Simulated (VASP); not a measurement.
Here is a VASP 6.6.1 calculation.

Contents of POSCAR:

```
MgS
1.0
    0.0000000000      2.7459505360      2.9415026199
    2.7459505360      0.0000000000      2.9415026199
    2.7459505360      2.7459505360      0.0000000000
Mg S
1 1
Direct
    0.0000000000      0.0000000000      0.0000000000
    0.2500000000      0.2500000000      0.2500000000
```

The input INCAR.step1:

```
SYSTEM = MgS
ALGO = Normal
EDIFF = 1E-4
ENCUT = 520
GGA = PE
ISMEAR = 0
LASPH = .True.
LCHARG = .False.
LREAL = .False.
LWAVE = .True.
NBANDS = 11
NELM = 60
PREC = Accurate
SIGMA = 0.01
```

INCAR.step2

```
SYSTEM = MgS
ALGO = Normal
EDIFF = 1E-6
ENCUT = 520
ISIF = 2
ISMEAR = 0
ISTART = 1
LASPH = .True.
LCHARG = .True.
LELF = .True.
LMIXTAU = .True.
LREAL = .False.
LVHAR = .True.
LWAVE = .False.
METAGGA = R2SCAN
NBANDS = 11
NELM = 60
PREC = Accurate
SIGMA = 0.01
```

The input KPOINTS:

```
k-points
0
Gamma
  8 8 8
  0 0 0
```

Potentials or basis: VASP PAW PBE potentials, release 64 (Mg, S).

Command:

```bash
$ cat potpaw_PBE.64/Mg/POTCAR potpaw_PBE.64/S/POTCAR > POTCAR
$ cp INCAR.step1 INCAR
$ mpirun -np 1 vasp_std > vasp.out
$ cp INCAR.step2 INCAR
$ mpirun -np 1 vasp_std > vasp.out
```

Q: What does it give for the pressure?

A: 1.0 GPa.

Q: Predict the band gap on the k mesh.

A: 4.15 eV, direct.

Stress tensor (GPa, compression positive):
```
 1.64  0.00  0.00
 0.00  1.64  0.00
 0.00  0.00 -0.29
```

Caveat: the cell differs from its parent crystal (epitaxial xy strain -3.0%); the PAW data sets were made with another functional, which shifts forces and pressure a little. A k mesh can miss the band edges.
